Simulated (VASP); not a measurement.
A run of VASP 6.6.1:

Contents of INCAR:

```
SYSTEM = KCl
  ALGO = Normal
  EDIFF = 1E-6
  ENCUT = 520
  GGA = PE
  ISIF = 2
  ISMEAR = 0
  LASPH = .TRUE.
  LCHARG = .FALSE.
  LREAL = .FALSE.
  LWAVE = .FALSE.
  NBANDS = 15
  NELM = 60
  PREC = Accurate
  SIGMA = 0.05
```

File KPOINTS:

```
k-points
0
G
  6 6 6
  0 0 0
```

File POSCAR:

```
KCl
1.0
    0.0000000000      2.9036120000      2.9036120000
    2.9036120000      0.0000000000      2.9036120000
    2.9036120000      2.9036120000      0.0000000000
K Cl
1 1
Direct
    0.0000000000      0.0000000000      0.0000000000
    0.5000000000      0.5000000000      0.5000000000
```

Potentials or basis: VASP PAW PBE potentials, release 64 (K_sv, Cl).

Launch:

```bash
$ cat potpaw_PBE.64/K_sv/POTCAR potpaw_PBE.64/Cl/POTCAR > POTCAR
$ mpirun -np 1 vasp_std > vasp.out
```

Hardware: 1 thread of AMD EPYC 7R13, on a shared host.

Question: How long does it take, and how much memory?

Answer: Run time: 20 s on 1 thread of AMD EPYC 7R13, with other jobs on the host, peak memory 0.14 GiB. Counts: scf iterations 13, k points 16.
